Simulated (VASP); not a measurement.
The system is Li.

```
Li
1.0
    -0.02871   -0.02707    2.85982
     4.82433    0.01264   -0.04882
     0.02190    8.77508   -0.07974
Li
6
Direct
  0.04559 0.46317 0.53523
  0.95769 0.03395 0.99033
  0.55281 0.98859 0.32727
  0.57011 0.54927 0.84592
  0.42351 0.49825 0.17165
  0.45029 0.96677 0.62959
```

* Program: VASP 6.6.1
* Task: relaxation of cell and atoms
* Functional: PBE
* Potentials or basis: VASP PAW PBE potentials, release 64 (Li_sv)
* Cutoff: 600 eV
* k mesh: 8 × 6 × 4
* Occupations: gaussian, width 0.1 eV
* Spin: no spin polarisation

At the start: pressure 0.2 GPa; volume 20.17 Å³/atom.

Where does the relaxation end?

Over 22 steps the energy falls by 44.4 meV/atom and the volume is 19.96 Å³/atom (-1.1 %); space group P1 (No. 1, to 0.05 Å).

The path:
```csv
step,energy change (eV),largest force (eV/Å),pressure (GPa),volume (Å³)
1,0.0000,0.3939,0.19,121.04
2,-0.0244,0.3678,0.10,121.45
3,-0.0831,0.2941,-0.10,122.64
4,-0.1357,0.1674,-0.40,124.82
5,-0.1371,0.1461,-0.44,125.16
6,-0.1629,0.1057,-0.20,122.58
7,-0.1813,0.1218,0.30,118.15
8,-0.1955,0.1057,0.11,119.46
9,-0.2050,0.1022,-0.05,121.11
10,-0.2061,0.0997,-0.13,121.91
11,-0.2184,0.0605,-0.08,121.34
12,-0.2234,0.0651,-0.02,120.73
13,-0.2321,0.0682,0.04,120.25
14,-0.2465,0.0742,0.21,118.68
15,-0.2511,0.0645,0.11,119.35
16,-0.2537,0.0618,0.03,120.11
17,-0.2540,0.0610,-0.02,120.45
18,-0.2581,0.0443,-0.02,120.49
19,-0.2625,0.0266,-0.02,120.55
20,-0.2625,0.0269,-0.02,120.56
21,-0.2637,0.0212,0.00,120.36
22,-0.2663,0.0148,0.08,119.74
```

Final structure:
```
Li
1.0
     0.06528   -0.13401    2.99833
     4.96861   -0.09407    0.10657
    -0.15467    8.06133   -0.38442
Li
6
Direct
  0.98249 0.50082 0.50518
  0.02072 0.99873 0.99460
  0.68983 0.99939 0.32831
  0.64466 0.49942 0.83882
  0.30328 0.50072 0.17137
  0.35901 0.00092 0.66172
```

Caveat: the cutoff is under 1.25 times the usual one of these potentials, so pressure, stress and relaxed cells hold a basis-set (Pulay) error.
